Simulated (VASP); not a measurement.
Wanted: the native input for a VASP 6.6.1 run.

* Task: single point
* Functional: PBEsol
* Potentials or basis: VASP PAW PBE potentials, release 64 (Ru_pv, Sc_sv)
* Cutoff: 520 eV
* k mesh: 7 × 7 × 7
* Occupations: fermi-dirac, width 0.05 eV
* Spin: no spin polarisation
* Dipole correction: no
* Further INCAR settings: ALGO = Normal; EDIFF = 1e-06; NBANDS = 34

The structure of ScRu3 lies in POSCAR:

```
ScRu3
1.0
    3.8775859269      0.0000000000      0.0000000000
    0.0000000000      3.8775859269      0.0000000000
    0.0000000000      0.0000000000      3.8775859269
Ru Sc
3 1
Direct
    0.5000000000      0.5000000000      0.0000000000
    0.5000000000      0.0000000000      0.5000000000
    0.0000000000      0.5000000000      0.5000000000
    0.0000000000      0.0000000000      0.0000000000
```

The input as run:

INCAR

```
ALGO = Normal ; EDIFF = 1E-6
ENCUT = 520 ; GGA = PS
ISIF = 2 ; ISMEAR = -1
LASPH = True ; LCHARG = False
LREAL = False ; LWAVE = False
NBANDS = 34 ; NELM = 60
PREC = Accurate ; SIGMA = 0.05
```

KPOINTS

```
k-points
0
Gamma
  7 7 7
```

Potentials or basis: VASP PAW PBE potentials, release 64 (Ru_pv, Sc_sv).

Run with:

```console
$ cat potpaw_PBE.64/Ru_pv/POTCAR potpaw_PBE.64/Sc_sv/POTCAR > POTCAR
$ mpirun -np 1 vasp_std > vasp.out
```

It gave:

* Pressure: 0.3 GPa
* Band gap on the k mesh: zero (an odd number of electrons rules out a gap without spin polarisation)

Caveat: the PAW data sets were made with another functional, which shifts forces and pressure a little.

It took 66 s on 1 thread of Intel Xeon 8259CL (shared host), peak memory 0.18 GiB.
